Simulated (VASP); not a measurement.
# H (P6_3/mmc) in VASP: a series of runs, part 3 of 3

VASP 6.6.1. The steps go on from the part before.

### Step 4. Relaxation of shape and atoms at fixed volume, PBE (volume scaled by 0.97)

Input file INCAR:

```
SYSTEM = H
  PREC = Accurate
  ENCUT = 600
  EDIFF = 1E-7
  ISMEAR = 0
  SIGMA = 0.02
  LREAL = .False.
  LASPH = .True.
  NELM = 80
  ALGO = Normal
  ISIF = 4
  LWAVE = .False.
  LCHARG = .False.
  GGA = PE
  IBRION = 2
  NSW = 50
  EDIFFG = -0.01
```

Input file KPOINTS:

```
regular mesh
0
Gamma
  9 9 6
  0 0 0
```

Input file POSCAR:

```
H
1.0
    3.8320376577      0.0000000000      0.0000000000
   -1.9160188288      3.3186419598      0.0000000000
    0.0000000000      0.0000000000      5.0253043707
H
4
Direct
    0.3333333333      0.6666666667      0.1760596972
    0.6666666667      0.3333333333      0.6760596972
    0.6666666667      0.3333333333      0.8239403028
    0.3333333333      0.6666666667      0.3239403028
```

Potentials or basis: VASP PAW PBE potentials, release 64 (H).

The run is started by

```console
$ cat potpaw_PBE.64/H/POTCAR > POTCAR
$ mpirun -np 1 vasp_std > vasp.out
```

OUTCAR:

```text
SYSTEM = H
   PREC = Accurate
   ENCUT = 600
   EDIFF = 1E-7
   ISMEAR = 0
   LREAL = .False.
   LASPH = .True.
   NELM = 80
   ISIF = 4
   GGA = PE
   IBRION = 2
   NSW = 50
   EDIFFG = -0.01

 ion  position               nearest neighbor table
   1  0.333  0.667  0.176-   4 0.74
   2  0.667  0.333  0.676-   3 0.74
   3  0.667  0.333  0.824-   2 0.74
   4  0.333  0.667  0.324-   1 0.74

  LATTYP: Found a hexagonal cell.
 ALAT       =     3.8320376577
 C/A-ratio  =     1.3113922199

  Lattice vectors:

 A1 = (   3.8320376577,   0.0000000000,   0.0000000000)
 A2 = (  -1.9160188288,   3.3186419598,   0.0000000000)
 A3 = (   0.0000000000,   0.0000000000,   5.0253043707)

Analysis of symmetry for initial positions (statically):
=====================================================================
 Subroutine PRICEL returns:
 Original cell was already a primitive cell.

 Routine SETGRP: Setting up the symmetry group for a
 hexagonal supercell.

[... 180 lines left out ...]
  --------------------------------------------------------------------------------------
  -------------------------------------------------------------------------------------
  Total       -0.0012468     -0.0012468      0.3649397     -0.0000000     -0.0000000      0.0000000
  in kB       -0.0312573     -0.0312573      9.1491159     -0.0000000     -0.0000000      0.0000000
  external PRESSURE =       3.0288671 kB  Pullay stress =       0.0000000 kB
[... 63 lines left out ...]
--------------------------------------- Ionic step        3  -------------------------------------------

 number of electron       4.0000002 magnetization

 Free energy of the ion-electron system (eV)
  ---------------------------------------------------
  ext. energy  EPLUGINS =         0.00000000
  ---------------------------------------------------
  free energy    TOTEN  =       -13.58092029 eV

  energy without entropy =      -13.58092029  energy(sigma->0) =      -13.58092029

 E-fermi :  -8.7679     XC(G=0):  -4.5952

 val. band max:       -8.8608628355   @ k =   0.0000   0.0000   0.0000
 cond. band min:       0.4349830103   @ k =   0.0000   0.0000   0.0000
 fundamental gap:      9.2958458458
 Fermi energy:        -8.7679043778

 k-point     1 :       0.0000    0.0000    0.0000
  band No.  band energies     occupation
      1     -10.3017      2.00000
      2      -8.8609      2.00000
      3       0.4350      0.00000
      4       3.1316      0.00000
      5       6.1879      0.00000
      6       7.6799      0.00000
[... 199 lines left out ...]
 k-point    24 :       0.3333    0.3333    0.1667
  band No.  band energies     occupation
      1      -9.2680      2.00000
      2      -9.2680      2.00000
      3       1.8015      0.00000
      4       2.4238      0.00000
      5       2.4238      0.00000
      6       5.1708      0.00000

 [... further k-points ...]

------------------------ aborting loop because EDIFF is reached ----------------------------------------

  FORCE on cell =-STRESS in cart. coord.  units (eV):
  Direction    XX          YY          ZZ          XY          YZ          ZX
  --------------------------------------------------------------------------------------
  -------------------------------------------------------------------------------------
  Total       -0.0002898     -0.0002898     -0.0028404     -0.0000000      0.0000000      0.0000000
  in kB       -0.0072657     -0.0072657     -0.0712083     -0.0000000      0.0000000      0.0000000
  external PRESSURE =      -0.0285799 kB  Pullay stress =       0.0000000 kB
[... 19 lines left out ...]
  FREE ENERGIE OF THE ION-ELECTRON SYSTEM (eV)
  ---------------------------------------------------
  free  energy   TOTEN  =       -13.5809202851 eV

  energy  without entropy=      -13.5809202851  energy(sigma->0) =      -13.58092029

 reached required accuracy - stopping structural energy minimisation
```

OSZICAR:

```text
N       E                     dE             d eps       ncg     rms          rms(c)
DAV:   1    -0.314374417331E+01   -0.31437E+01   -0.15585E+03   576   0.500E+02
DAV:   2    -0.144251994911E+02   -0.11281E+02   -0.11281E+02   798   0.715E+01
DAV:   3    -0.148259056821E+02   -0.40071E+00   -0.40071E+00   714   0.154E+01
[... 21 lines left out ...]
DAV:   2    -0.135812083431E+02    0.67968E-03   -0.12825E-03   642   0.308E-01    0.130E-01
DAV:   3    -0.135809186309E+02    0.28971E-03   -0.10087E-03   708   0.171E-01    0.977E-03
DAV:   4    -0.135809202446E+02   -0.16137E-05   -0.90671E-06   642   0.250E-02    0.532E-03
DAV:   5    -0.135809202590E+02   -0.14330E-07   -0.11493E-06   594   0.112E-02    0.509E-04
DAV:   6    -0.135809202851E+02   -0.26175E-07   -0.14921E-08   618   0.116E-03
   3 F= -.13580920E+02 E0= -.13580920E+02  d E =-.171481E-02
```

CONTCAR:

```text
H
   1.00000000000000
     3.8305218033026285   -0.0000000000000002    0.0000000000000000
    -1.9152609016013344    3.3173291913834491   -0.0000000000000000
     0.0000000000000000   -0.0000000000000000    5.0292824903317372
  H
     4
Direct
     0.3333333332999970    0.6666666667000030    0.1754177040002379
     0.6666666667000030    0.3333333332999970    0.6754177040002379
     0.6666666667000030    0.3333333332999970    0.8245822959997621
     0.3333333332999970    0.6666666667000030    0.3245822959997621

  0.00000000E+00  0.00000000E+00  0.00000000E+00
  0.00000000E+00  0.00000000E+00  0.00000000E+00
  0.00000000E+00  0.00000000E+00  0.00000000E+00
  0.00000000E+00  0.00000000E+00  0.00000000E+00
```

Wall time 50 s (1 thread of Intel Xeon 8259CL, shared host); peak memory 0.19 GiB.

What came out:

```
Free energy               : -13.5809 eV
Energy gained by relaxing : 0.4 meV/atom
Ionic steps               : 3
Pressure after relaxing   : 0.0 GPa
Band gap on the k mesh    : 9.30 eV, direct
```

The path:
| step | energy change (eV) | largest force (eV/Å) | pressure (GPa) | volume (Å³) |
| --- | --- | --- | --- | --- |
| 1 | 0.0000 | 0.2468 | 0.30 | 63.91 |
| 2 | 0.0103 | 0.6172 | -0.79 | 63.91 |
| 3 | -0.0017 | 0.0013 | 0.00 | 63.91 |

Final structure:
```
H
1.0
     3.83052    0.00000    0.00000
    -1.91526    3.31733    0.00000
     0.00000    0.00000    5.02928
H
4
Direct
  0.33333 0.66667 0.17542
  0.66667 0.33333 0.67542
  0.66667 0.33333 0.82458
  0.33333 0.66667 0.32458
```

Levels at points of the mesh, in eV from the valence-band top:
| k point | band 1 | band 2 | band 3 | band 4 | band 5 | band 6 |
| --- | --- | --- | --- | --- | --- | --- |
| (0.00, 0.00, 0.00) | -1.44 | 0.00 | 9.30 | 11.99 | 15.05 | 16.54 |
| (0.00, 0.00, 0.50) | -0.79 | -0.79 | 10.37 | 10.37 | 17.16 | 17.16 |

Caveat: the cell differs from its parent crystal (volume scaled by 0.97). A k mesh can miss the band edges.

### Step 5. Relaxation of cell and atoms, PBE

This run uses another cell than the first one, of 16.11 Å³/atom, 1.075 times its volume.

Input file INCAR:

```
PREC = Accurate
ENCUT = 600
EDIFF = 1E-6
ISMEAR = 0
SIGMA = 0.02
LREAL = False
LASPH = True
NELM = 60
ALGO = Normal
ISIF = 3
LWAVE = False
LCHARG = False
GGA = PE
IBRION = 2
NSW = 100
EDIFFG = -0.005
```

Input file KPOINTS:

```
Automatic mesh
0
Gamma
  9 9 6
```

Input file POSCAR:

```
H
1.0
    3.8401304226      0.0000000000      0.0000000000
   -1.9200652113      3.3256504998      0.0000000000
    0.0000000000      0.0000000000      5.0466615500
H
4
Direct
    0.3333333300      0.6666666700      0.1764958800
    0.6666666700      0.3333333300      0.6764958800
    0.6666666700      0.3333333300      0.8235041200
    0.3333333300      0.6666666700      0.3235041200
```

The run is started by

```console
$ cat potpaw_PBE.64/H/POTCAR > POTCAR
$ mpirun -np 1 vasp_std > vasp.out
```

It took 46 s on 1 thread of Intel Xeon 8259CL, shared host; peak memory 0.19 GiB.

It converged, with:

```yaml
Free_energy: -13.5810 eV
Relaxed_volume: 16.13 Å³/atom
Relaxed_cell: a = 3.840 Å, b = 3.840 Å, c = 5.053 Å, α = 90.00°, β = 90.00°, γ = 120.00°
Space_group_after_relaxing_to_0.05_Å: P6_3/mmc (No. 194)
Energy_gained_by_relaxing: 0.6 meV/atom
Ionic_steps: 3
Pressure_after_relaxing: 0.0 GPa
Band_gap_on_the_k_mesh: 9.30 eV, direct
```

Forces in eV/Å, atoms in the order of the input:
```
H    0.000  0.000  0.003
H    0.000  0.000  0.003
H    0.000  0.000 -0.003
H    0.000  0.000 -0.003
```

Step by step:
| step | energy change (eV) | largest force (eV/Å) | pressure (GPa) | volume (Å³) |
| --- | --- | --- | --- | --- |
| 1 | 0.0000 | 0.2922 | 0.35 | 64.45 |
| 2 | 0.0163 | 0.7617 | -0.98 | 64.78 |
| 3 | -0.0024 | 0.0026 | -0.01 | 64.53 |

Final structure:
```yaml
crystal:
  lattice:
    - [3.84009, 0.00000, 0.00000]
    - [-1.92005, 3.32562, 0.00000]
    - [0.00000, 0.00000, 5.05335]
  atoms:
    - { symbol: H, position: [0.33333, 0.66667, 0.17577] }
    - { symbol: H, position: [0.66667, 0.33333, 0.67577] }
    - { symbol: H, position: [0.66667, 0.33333, 0.82423] }
    - { symbol: H, position: [0.33333, 0.66667, 0.32423] }
```

Levels at points of the mesh, in eV from the valence-band top:
| k point | band 1 | band 2 | band 3 | band 4 | band 5 | band 6 |
| --- | --- | --- | --- | --- | --- | --- |
| (0.00, 0.00, 0.00) | -1.41 | 0.00 | 9.30 | 11.96 | 15.02 | 16.50 |
| (0.00, 0.00, 0.50) | -0.77 | -0.77 | 10.36 | 10.36 | 17.10 | 17.10 |

A k mesh can miss the band edges. Expect the measured gap to be larger: semilocal functionals such as PBE lack the derivative discontinuity.

### Step 6. Relaxation of shape and atoms at fixed volume, PBE (volume scaled by 1.03)

Input file INCAR:

```
PREC = Accurate
ENCUT = 600
EDIFF = 1E-6
ISMEAR = 0
SIGMA = 0.02
LREAL = F
LASPH = T
NELM = 80
ALGO = Normal
ISIF = 4
LWAVE = F
LCHARG = F
GGA = PE
IBRION = 2
NSW = 50
EDIFFG = -0.01
```

Input file KPOINTS:

```
regular mesh
0
Gamma
  9 9 6
```

Input file POSCAR:

```
H
1.0
    3.9094734228      0.0000000000      0.0000000000
   -1.9547367114      3.3857032996      0.0000000000
    0.0000000000      0.0000000000      5.1268530307
H
4
Direct
    0.3333333333      0.6666666667      0.1760596972
    0.6666666667      0.3333333333      0.6760596972
    0.6666666667      0.3333333333      0.8239403028
    0.3333333333      0.6666666667      0.3239403028
```

Potentials or basis: VASP PAW PBE potentials, release 64 (H).

The run is started by

```console
$ cat potpaw_PBE.64/H/POTCAR > POTCAR
$ mpirun -np 1 vasp_std > vasp.out
```

It took 57 s on 1 thread of Intel Xeon 8259CL, shared host; peak memory 0.19 GiB.

The run converged. Its results:

- Free energy: -13.5814 eV
- Energy gained by relaxing: 0.5 meV/atom
- Ionic steps: 3
- Pressure after relaxing: 0.0 GPa
- Band gap on the k mesh: 9.36 eV, direct

Step by step:
```
step  energy change (eV)  largest force (eV/Å)  pressure (GPa)  volume (Å³)
   1              0.0000                0.2656           -0.35        67.86
   2              0.0124                0.7398            0.81        67.86
   3             -0.0021                0.0007           -0.04        67.86
```

Final structure:
```yaml
crystal:
  lattice:
    - [3.91130, 0.00000, 0.00000]
    - [-1.95565, 3.38729, 0.00000]
    - [0.00000, 0.00000, 5.12207]
  atoms:
    - { symbol: H, position: [0.33333, 0.66667, 0.17676] }
    - { symbol: H, position: [0.66667, 0.33333, 0.67676] }
    - { symbol: H, position: [0.66667, 0.33333, 0.82324] }
    - { symbol: H, position: [0.33333, 0.66667, 0.32324] }
```

Levels at points of the mesh, in eV from the valence-band top:
| k point | band 1 | band 2 | band 3 | band 4 | band 5 |
| --- | --- | --- | --- | --- | --- |
| (0.00, 0.00, 0.00) | -1.29 | 0.00 | 9.36 | 11.75 | 14.85 |
| (0.00, 0.00, 0.50) | -0.70 | -0.70 | 10.29 | 10.29 | 16.87 |

Caveat: the cell differs from its parent crystal (volume scaled by 1.03). A k mesh can miss the band edges.

### Step 7. The runs side by side

| task | cell | gap on the mesh (eV) | pressure (GPa) | relaxed volume (Å³/atom) |
| --- | --- | --- | --- | --- |
| relaxation of shape and atoms at fixed volume | relaxed from a = 3.749, b = 3.749, c = 4.925 Å, angles 90.0, 90.0, 120.0°, 4 atoms | 9.22 | 0.0 | 14.99 |
| relaxation of shape and atoms at fixed volume | relaxed from a = 3.791, b = 3.791, c = 4.975 Å, angles 90.0, 90.0, 120.0°, 4 atoms | 9.26 | 0.0 | 15.48 |
| relaxation of shape and atoms at fixed volume | relaxed from a = 3.832, b = 3.832, c = 5.025 Å, angles 90.0, 90.0, 120.0°, 4 atoms | 9.30 | 0.0 | 15.98 |
| relaxation of cell and atoms | relaxed from a = 3.840, b = 3.840, c = 5.047 Å, angles 90.0, 90.0, 120.0°, 4 atoms | 9.30 | 0.0 | 16.13 |
| relaxation of shape and atoms at fixed volume | relaxed from a = 3.909, b = 3.909, c = 5.127 Å, angles 90.0, 90.0, 120.0°, 4 atoms | 9.36 | 0.0 | 16.97 |

Alike in all rows: level PBE; potentials or basis VASP PAW PBE potentials, release 64 (H); no spin polarisation; k mesh 9 × 9 × 6; cutoff (eV) 600; smearing gaussian 0.02 eV.

Absolute energies hang on the potentials; compare differences alone.
